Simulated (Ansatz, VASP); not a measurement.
**Sc in VASP and in Ansatz**

INCAR

```
  ALGO = Fast
  EDIFF = 1E-7
  ENCUT = 520
  GGA = PS
  ISIF = 2
  ISMEAR = 0
  LASPH = True
  LCHARG = False
  LREAL = False
  LWAVE = False
  NBANDS = 18
  NELM = 60
  PREC = Accurate
  SIGMA = 0.15
```

KPOINTS

```
k-points
0
Gamma
  18 18 10
```

File POSCAR:

```
Sc
1.0
    3.2095339604      0.0000000000      0.0000000000
   -1.6047669802      2.7795379440      0.0000000000
    0.0000000000      0.0000000000      5.1099600000
Sc
2
Direct
    0.3333333333      0.6666666667      0.2500000000
    0.6666666667      0.3333333333      0.7500000000
```

Input for Ansatz:

```yaml
crystal:
  lattice:
    - [3.2095339604, 0.0, 0.0]
    - [-1.6047669802, 2.779537944, 0.0]
    - [0.0, 0.0, 5.10996]
  atoms:
    - { symbol: Sc, position: [0.3333333333, 0.6666666667, 0.25] }
    - { symbol: Sc, position: [0.6666666667, 0.3333333333, 0.75] }
basis:
  ecutwfc: 420
kpoints:
  mp_grid: { grid: [18, 18, 10] }
hamiltonian:
  xc: pbesol
scf:
  occupations: { method: gaussian, width: 0.15 }
output:
  forces: true
  stress: true
  eigenvalues: true
```

Change from the starting cell: strain -0.030 along x and y, -0.030 along z, atoms carried along.

Alike in both runs: task single point; functional PBEsol; k mesh 18 × 18 × 10; occupations gaussian, width 0.15 eV; no spin polarisation.

```csv
,VASP,Ansatz
version,VASP 6.6.1,Ansatz 0.2.0
potentials or method,"VASP PAW PBE potentials, release 64 (Sc_sv), cutoff 520 eV","scalar-relativistic, plane waves, PAW"
valence electrons in the cell,22,22
```

```csv
,VASP,Ansatz,Ansatz less VASP
gap on the k mesh at the Fermi level (eV),none,none,-
pressure (GPa),2.4,2.3,-0.02
"traceless stress, the component that is largest in VASP (GPa)",-1.46,-1.46,-0.004
```

VASP's potentials were made for PBE, not for PBEsol. A gap of «none» marks a metal or a gap that the smearing closes.
